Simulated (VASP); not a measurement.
# TlZn2 (P6/mmm) in VASP: a series of runs

The runs below take TlZn2 through single point, relaxation of cell and atoms, with PBE.

Program: VASP 6.6.1. These are calculated values, not measurements. Logs are shortened: lines on timing, memory, paths and dates and some standing lists are left out, and cuts for length are marked.

## (1) The cell of the first run

The structure is hexagonal, space group P6/mmm (No. 191). The conventional cell has a = 4.431 Å, b = 4.431 Å, c = 3.944 Å, α = 90.00°, β = 90.00°, γ = 120.00°. Within 3.4 Å of Zn (site symmetry -6m2) lie 3 Zn at 2.56 Å and 6 Tl at 3.23 Å. Within 4.2 Å of Tl (site symmetry 6/mmm) lie 12 Zn at 3.23 Å and 2 Tl at 3.94 Å.

## (2) Single point, PBE

Input file INCAR:

```
SYSTEM = TlZn2
  PREC = Accurate
  ENCUT = 520
  EDIFF = 1E-7
  ISMEAR = 0
  SIGMA = 0.1
  LREAL = .False.
  LASPH = .True.
  NELM = 100
  ALGO = Normal
  ISIF = 2
  LWAVE = .False.
  LCHARG = .True.
  GGA = PE
  LELF = .True.
  LVHAR = .True.
  NBANDS = 26
```

Input file KPOINTS:

```
regular mesh
0
Gamma
  6 6 4
  0 0 0
```

Input file POSCAR:

```
TlZn2
1.0
    4.4314933683      0.0000000000      0.0000000000
   -2.2157466841      3.8377858336      0.0000000000
    0.0000000000      0.0000000000      3.9436001124
Zn Tl
2 1
Direct
    0.3333333333      0.6666666667      0.5000000000
    0.6666666667      0.3333333333      0.5000000000
    0.0000000000      0.0000000000      0.0000000000
```

Potentials or basis: VASP PAW PBE potentials, release 64 (Zn, Tl_d).

Launch:

```
cat potpaw_PBE.64/Zn/POTCAR potpaw_PBE.64/Tl_d/POTCAR > POTCAR
mpirun -np 1 vasp_std > vasp.out
```

OUTCAR:

```text
SYSTEM = TlZn2
   PREC = Accurate
   ENCUT = 520
   EDIFF = 1E-7
   ISMEAR = 0
   LREAL = .False.
   LASPH = .True.
   NELM = 100
   ISIF = 2
   GGA = PE

 ion  position               nearest neighbor table
   1  0.333  0.667  0.500-   2 2.56   2 2.56   2 2.56   3 3.23   3 3.23   3 3.23   3 3.23   3 3.23
                             3 3.23
   2  0.667  0.333  0.500-   1 2.56   1 2.56   1 2.56   3 3.23   3 3.23   3 3.23   3 3.23   3 3.23
                             3 3.23
   3  0.000  0.000  0.000-   1 3.23   2 3.23   1 3.23   2 3.23   1 3.23   1 3.23   2 3.23   2 3.23
                             2 3.23   2 3.23   1 3.23   1 3.23

  LATTYP: Found a hexagonal cell.
 ALAT       =     4.4314933683
 C/A-ratio  =     0.8899031962

  Lattice vectors:

 A1 = (   4.4314933683,   0.0000000000,   0.0000000000)
 A2 = (  -2.2157466841,   3.8377858336,   0.0000000000)
 A3 = (   0.0000000000,   0.0000000000,   3.9436001124)

Analysis of symmetry for initial positions (statically):
=====================================================================
 Subroutine PRICEL returns:
 Original cell was already a primitive cell.

 Routine SETGRP: Setting up the symmetry group for a
 hexagonal supercell.

 Subroutine GETGRP returns: Found 24 space group operations
 (whereof 24 operations were pure point group operations)
 out of a pool of 24 trial point group operations.

The static configuration has the point symmetry D_6h.

Analysis of symmetry for dynamics (positions and initial velocities):
=====================================================================
 Subroutine PRICEL returns:
 Original cell was already a primitive cell.

 Routine SETGRP: Setting up the symmetry group for a
 hexagonal supercell.

 Subroutine GETGRP returns: Found 24 space group operations
 (whereof 24 operations were pure point group operations)
 out of a pool of 24 trial point group operations.

The dynamic configuration has the point symmetry D_6h.

 Subroutine INISYM returns: Found 24 space group operations
 (whereof 24 operations are pure point group operations),
 and found     1 'primitive' translations

----------------------------------------------------------------------------------------

                                     Primitive cell

  volume of cell :      67.0693

  direct lattice vectors                    reciprocal lattice vectors
     4.431493368  0.000000000  0.000000000     0.225657564  0.130283456  0.000000000
    -2.215746684  3.837785834  0.000000000     0.000000000  0.260566911  0.000000000
     0.000000000  0.000000000  3.943600112     0.000000000  0.000000000  0.253575406

  length of vectors
     4.431493368  4.431493368  3.943600112     0.260566911  0.260566911  0.253575406

  position of ions in fractional coordinates (direct lattice)
     0.333333333  0.666666667  0.500000000
     0.666666667  0.333333333  0.500000000
     0.000000000  0.000000000  0.000000000

  ion indices of the primitive-cell ions
   primitive index   ion index
                 1           1
                 2           2
                 3           3

----------------------------------------------------------------------------------------

 KPOINTS: regular mesh

Automatic generation of k-mesh.
 Grid dimensions read from file:
 generate k-points for:    6    6    4

 Generating k-lattice:

  Cartesian coordinates                     Fractional coordinates (reciprocal lattice)
     0.037609594  0.021713909  0.000000000     0.166666667  0.000000000  0.000000000
     0.000000000  0.043427819  0.000000000     0.000000000  0.166666667  0.000000000
     0.000000000  0.000000000  0.063393852     0.000000000  0.000000000  0.250000000

  Length of vectors
     0.043427819  0.043427819  0.063393852

  Shift w.r.t. Gamma in fractional coordinates (k-lattice)
     0.000000000  0.000000000  0.000000000

 Subroutine IBZKPT returns following result:
 ===========================================

 Found     21 irreducible k-points:

 Following reciprocal coordinates:
            Coordinates               Weight
  0.000000  0.000000  0.000000      1.000000
  0.166667 -0.000000  0.000000      6.000000
  0.333333 -0.000000  0.000000      6.000000
  0.500000 -0.000000  0.000000      3.000000
  0.166667  0.166667  0.000000      6.000000
  0.333333  0.166667  0.000000     12.000000
[... 13 lines left out ...]
  0.333333  0.166667  0.500000     12.000000
  0.333333  0.333333  0.500000      2.000000
   k-points           NKPTS =     21   k-points in BZ     NKDIM =     21   number of bands    NBANDS=     26
   number of dos      NEDOS =    301   number of ions     NIONS =      3
   total plane-waves  NPLWV =  38880
   dimension x,y,z NGX =    36 NGY =   36 NGZ =   30
   dimension x,y,z NGXF=    72 NGYF=   72 NGZF=   60
   ions per type =               2   1
   NGX,Y,Z   is equivalent  to a cutoff of  13.51, 13.51, 12.65 a.u.
   NGXF,Y,Z  is equivalent  to a cutoff of  27.01, 27.01, 25.29 a.u.
 SYSTEM =  TlZn2
   PREC   = accura    normal or accurate (medium, high low for compatibility)
   ISTART =      0    job   : 0-new  1-cont  2-samecut
   ICHARG =      2    charge: 1-file 2-atom 10-const
   ISPIN  =      1    spin polarized calculation?
   LNONCOLLINEAR =      F non collinear calculations
   LSORBIT =      F    spin-orbit coupling
   LASPH  =      T    aspherical Exc in radial PAW
   ENCUT  =  520.0 eV  38.22 Ry    6.18 a.u.   8.24  8.24  7.33*2*pi/ulx,y,z
   NELM   =    100;   NELMIN=  2; NELMDL= -5     # of ELM steps
   EDIFF  = 0.1E-06   stopping-criterion for ELM
   LREAL  =      F    real-space projection
   EDIFFG = 0.1E-05   stopping-criterion for IOM
   NSW    =      0    number of steps for IOM
   IBRION =     -1    ionic relax: 0-MD 1-quasi-New 2-CG
   NFREE  =      0    steps in history (QN), initial steepest desc. (CG)
   ISIF   =      2    stress and relaxation
   ISYM   =      2    0-nonsym 1-usesym 2-fastsym
   POTIM  = 0.5000    time-step for ionic-motion
   TEBEG  =    0.0;   TEEND  =   0.0 temperature during run
   PSTRESS=    0.0 pullay stress
   NELECT =      37.0000    total number of electrons
   NUPDOWN=      -1.0000    fix difference up-down
   EMIN   =  10.00;   EMAX   =-10.00  energy-range for DOS
   EFERMI =   0.00;   METHOD = LEGACY
   ISMEAR =     0;   SIGMA  =   0.10  broadening in eV -4-tet -1-fermi 0-gaus
   EFERMI_NEDOS =   21; number of points for ismear=-14 and -15
   IALGO  =     38    algorithm
   IMIX   =      4    mixing-type and parameters
     AMIX     =   0.40;   BMIX     =  1.00
     AMIX_MAG =   1.60;   BMIX_MAG =  1.00
  volume/ion in A,a.u.               =      22.36       150.87
  Fermi-wavevector in a.u.,A,eV,Ry     =   1.342664  2.537268 24.527875  1.802748
  Thomas-Fermi vector in A             =   2.470800
   LORBIT       =      0    0 simple, 1 ext, 2 COOP (PROOUT), +10 PAW based schemes
   GGA     = PE    functional components
   LHFCALC =     F    Hartree Fock is set to
   AEXX    =    0.0000 exact exchange contribution
   IVDW    =     0    specifies the selected vdW correction
   LEPSILON=     F    determine dielectric tensor
   LRPA    =     F    only Hartree local field effects (RPA)
 non-spin polarized calculation
 Gauss-broadening in eV      SIGMA  =   0.10
  energy-cutoff  :      520.00
  volume of cell :       67.07
 maximum number of plane-waves:      1830
 NGX is ok and might be reduce to    36
   NGX = 17   NGY = 17   NGZ = 15

 number of electron      36.9999986 magnetization

 Free energy of the ion-electron system (eV)
  ---------------------------------------------------
  ext. energy  EPLUGINS =         0.00000000
  ---------------------------------------------------
  free energy    TOTEN  =        -4.01495700 eV

  energy without entropy =       -4.01135825  energy(sigma->0) =       -4.01315762

 E-fermi :   3.5152     XC(G=0): -10.2332

 val. band max:        3.4943705188   @ k =   0.5000  -0.0000   0.2500
 cond. band min:       3.6183437023   @ k =   0.1667   0.1667   0.5000
 fundamental gap:      0.1239731834
 Fermi energy:         3.5152153936

 k-point     1 :       0.0000    0.0000    0.0000
  band No.  band energies     occupation
      1      -7.7330      2.00000
      2      -7.6687      2.00000
      3      -7.6687      2.00000
      4      -7.6005      2.00000
      5      -7.6005      2.00000
      6      -5.6659      2.00000
[... 18 lines left out ...]
     25      14.0143      0.00000
     26      14.2537      0.00000

 k-point     2 :       0.1667   -0.0000    0.0000
  band No.  band energies     occupation
      1      -7.7242      2.00000
      2      -7.6770      2.00000
      3      -7.6498      2.00000
      4      -7.6094      2.00000
      5      -7.6052      2.00000
      6      -5.3711      2.00000
[... 18 lines left out ...]
     25      12.4878      0.00000
     26      13.2322      0.00000

 k-point     3 :       0.3333   -0.0000    0.0000
  band No.  band energies     occupation
      1      -7.7202      2.00000
      2      -7.6828      2.00000
      3      -7.6269      2.00000
      4      -7.6144      2.00000
      5      -7.6114      2.00000
      6      -4.5436      2.00000
[... 18 lines left out ...]
     25      11.9184      0.00000
     26      12.1615      0.00000

 k-point     4 :       0.5000   -0.0000    0.0000
  band No.  band energies     occupation
      1      -7.7281      2.00000
      2      -7.6771      2.00000
      3      -7.6355      2.00000
      4      -7.6190      2.00000
      5      -7.5919      2.00000
      6      -4.0849      2.00000
[... 18 lines left out ...]
     25      11.7787      0.00000
     26      14.0457      0.00000
[... 409 lines left out ...]
      1      -7.7491      2.00000
      2      -7.6985      2.00000
      3      -7.6644      2.00000
      4      -7.6270      2.00000
      5      -7.5152      2.00000
      6      -3.8850      2.00000
[... 18 lines left out ...]
     25      11.0356      0.00000
     26      13.9264      0.00000

 k-point    20 :       0.3333    0.1667    0.5000
  band No.  band energies     occupation
      1      -7.7710      2.00000
      2      -7.7095      2.00000
      3      -7.6585      2.00000
      4      -7.6019      2.00000
      5      -7.4943      2.00000
      6      -3.9859      2.00000
[... 18 lines left out ...]
     25      13.2717      0.00000
     26      14.6694      0.00000

 k-point    21 :       0.3333    0.3333    0.5000
  band No.  band energies     occupation
      1      -7.7449      2.00000
      2      -7.7449      2.00000
      3      -7.6229      2.00000
      4      -7.6229      2.00000
      5      -7.4920      2.00000
      6      -4.0390      2.00000
[... 18 lines left out ...]
     25      12.5226      0.00000
     26      12.5226      0.00000

------------------------ aborting loop because EDIFF is reached ----------------------------------------

  FORCE on cell =-STRESS in cart. coord.  units (eV):
  Direction    XX          YY          ZZ          XY          YZ          ZX
  --------------------------------------------------------------------------------------
  -------------------------------------------------------------------------------------
  Total        0.1231316      0.1231316      0.0426381      0.0000000     -0.0000000     -0.0000000
  in kB        2.9414146      2.9414146      1.0185563      0.0000000     -0.0000000     -0.0000000
  external PRESSURE =       2.3004619 kB  Pullay stress =       0.0000000 kB

 VOLUME and BASIS-vectors are now :
 -----------------------------------------------------------------------------
  energy-cutoff  :      520.00
  volume of cell :       67.07
      direct lattice vectors                 reciprocal lattice vectors
     4.431493368  0.000000000  0.000000000     0.225657564  0.130283456  0.000000000
    -2.215746684  3.837785834  0.000000000     0.000000000  0.260566911  0.000000000
     0.000000000  0.000000000  3.943600112     0.000000000  0.000000000  0.253575406

 POSITION                                       TOTAL-FORCE (eV/Angst)
 -----------------------------------------------------------------------------------
     -0.00000      2.55852      1.97180        -0.000000      0.000000      0.000000
      2.21575      1.27926      1.97180         0.000000     -0.000000     -0.000000
      0.00000      0.00000      0.00000         0.000000      0.000000     -0.000000
 -----------------------------------------------------------------------------------
    total drift:                                0.000000      0.000000     -0.000000

  FREE ENERGIE OF THE ION-ELECTRON SYSTEM (eV)
  ---------------------------------------------------
  free  energy   TOTEN  =        -4.0149569951 eV

  energy  without entropy=       -4.0113582493  energy(sigma->0) =       -4.01315762
```

It took 22 s on 1 thread of Intel Xeon Platinum 8488C (Sapphire Rapids), shared host; peak memory 0.19 GiB.

Results:

```
Free energy : -4.0150 eV
Pressure    : 0.2 GPa
```

Levels at points of the mesh, in eV from the Fermi level:
```
           k point  band 15  band 16  band 17  band 18  band 19  band 20  band 21  band 22
(0.00, 0.00, 0.00)    -6.76    -6.76    -0.52     1.04     2.34     2.34     2.51     2.51
(0.50, 0.00, 0.00)    -6.74    -6.61    -5.39    -0.82    -0.46     4.04     4.66     5.28
(0.00, 0.00, 0.50)    -6.72    -6.65    -5.99     3.07     3.07     4.25     4.42     4.42
(0.50, 0.00, 0.50)    -6.62    -4.67    -3.60    -3.39    -1.89     1.58     2.41     3.07
```

Caveat: the k points lie up to 0.40 Å⁻¹ apart; spin-orbit coupling is left out, which moves the levels of the heavy elements.

## (3) Relaxation of cell and atoms, PBE

This run uses another cell than the first one, of 17.89 Å³/atom, 0.800 times its volume.

Input file INCAR:

```
SYSTEM = TlZn2
PREC = Accurate
ENCUT = 600
EDIFF = 1E-7
ISMEAR = 0
SIGMA = 0.1
LREAL = .False.
LASPH = .True.
NELM = 60
ALGO = Fast
ISIF = 3
LWAVE = .False.
LCHARG = .False.
GGA = PE
IBRION = 2
NSW = 90
EDIFFG = -0.04
```

Input file KPOINTS:

```
Automatic mesh
0
Gamma
  6 6 4
  0 0 0
```

Input file POSCAR:

```
TlZn2
1.0
    3.8573606778      0.0000000000      0.0000000000
   -1.9286803389      3.3405723385      0.0000000000
    0.0000000000      0.0000000000      4.1649243199
Zn Tl
2 1
Direct
    0.3333333333      0.6666666667      0.5000000000
    0.6666666667      0.3333333333      0.5000000000
    0.0000000000      0.0000000000      0.0000000000
```

Potentials or basis: VASP PAW PBE potentials, release 64 (Zn, Tl_d).

Launch:

```
cat potpaw_PBE.64/Zn/POTCAR potpaw_PBE.64/Tl_d/POTCAR > POTCAR
mpirun -np 1 vasp_std > vasp.out
```

It took 2.3 min on 1 thread of Intel Xeon Platinum 8488C (Sapphire Rapids), shared host; peak memory 0.2 GiB.

It converged, with:

```yaml
Free_energy: -4.0103 eV
Relaxed_volume: 22.43 Å³/atom
Relaxed_cell: a = 4.436 Å, b = 4.436 Å, c = 3.949 Å, α = 90.00°, β = 90.00°, γ = 120.00°
Space_group_after_relaxing_to_0.05_Å: P6/mmm (No. 191)
Energy_gained_by_relaxing: 351.0 meV/atom
Ionic_steps: 8
Pressure_after_relaxing: 0.1 GPa
```

Stress tensor (GPa, compression positive):
```
0.14 0.00 0.00
0.00 0.14 0.00
0.00 0.00 0.02
```

The path:
| step | energy change (eV) | largest force (eV/Å) | pressure (GPa) | volume (Å³) |
| --- | --- | --- | --- | --- |
| 1 | 0.0000 | 0.0000 | 19.82 | 53.67 |
| 2 | -0.9874 | 0.0000 | -1.15 | 72.52 |
| 3 | -0.9885 | 0.0000 | -0.53 | 71.24 |
| 4 | -0.9889 | 0.0000 | -0.75 | 71.66 |
| 5 | -1.0162 | 0.0000 | -0.64 | 70.77 |
| 6 | -1.0526 | 0.0000 | -0.30 | 67.95 |
| 7 | -1.0526 | 0.0000 | -0.34 | 68.03 |
| 8 | -1.0531 | 0.0000 | 0.10 | 67.30 |

Final structure:
```
CELL_PARAMETERS angstrom
4.43620 0.00000 0.00000
-2.21810 3.84186 0.00000
0.00000 0.00000 3.94851
ATOMIC_POSITIONS crystal
Zn 0.33333 0.66667 0.50000
Zn 0.66667 0.33333 0.50000
Tl 0.00000 0.00000 0.00000
```

Levels at points of the mesh, in eV from the Fermi level:
```tsv
k point	band 16	band 17	band 18	band 19	band 20	band 21
(0.00, 0.00, 0.00)	-6.76	-0.54	1.04	2.34	2.34	2.51
(0.50, 0.00, 0.00)	-6.61	-5.38	-0.82	-0.47	4.03	4.64
(0.00, 0.00, 0.50)	-6.64	-5.98	3.06	3.06	4.22	4.41
(0.50, 0.00, 0.50)	-4.67	-3.59	-3.39	-1.88	1.58	2.40
```

Caveat: the k points lie up to 0.40 Å⁻¹ apart in the final cell; the volume moved by over 15 % at a fixed basis, so the end points are rough; spin-orbit coupling is left out, which moves the levels of the heavy elements.
